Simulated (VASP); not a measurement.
Sc: single point with r2SCAN

Crystal: Sc.

```
Sc
1.0
    -1.87886    1.91721    1.71760
     1.87886   -1.91721    1.71760
     1.87886    1.91721   -1.71760
Sc
1
Direct
  0.00000 0.00000 0.00000
```

This cell differs from its parent crystal: strain -0.0200 x Voigt [1, 0, 0, 0, 0, 0].

```
Program             : VASP 6.6.1
Task                : single point
Functional          : r2SCAN
Potentials or basis : VASP PAW PBE potentials, release 64 (Sc_sv)
Cutoff              : 520 eV
k mesh              : 18 × 18 × 18
Occupations         : gaussian, width 0.15 eV
Spin                : no spin polarisation
```

The pressure is 1.0 GPa.

Stress tensor (GPa, compression positive):
```
0.19 0.00 0.00
0.00 0.39 0.00
0.00 0.00 2.53
```

Levels at points of the mesh, in eV from the Fermi level:
```csv
k point,band 3,band 4,band 5,band 6,band 7,band 8
"(0.00, 0.00, 0.00)",-29.17,-29.14,-5.60,1.30,1.92,2.03
"(0.50, 0.00, 0.00)",-29.30,-29.18,-1.80,0.29,0.45,2.95
"(0.00, 0.50, 0.00)",-29.31,-29.18,-1.79,0.14,0.55,3.13
"(0.50, 0.50, 0.00)",-29.24,-29.16,-1.92,-0.06,1.01,2.56
"(0.50, 0.50, 0.50)",-29.46,-29.36,-1.44,-1.20,4.10,4.12
```

It took 10 min on 1 thread of Intel(R) Xeon(R) Platinum 8259CL CPU @ 2.50GHz (Skylake/Cascade Lake), on a shared host, peak memory 0.34 GiB.

Caveat: the cell differs from its parent crystal (strain -0.0200 x Voigt [1, 0, 0, 0, 0, 0]); the PAW data sets were made with another functional, which shifts forces and pressure a little.
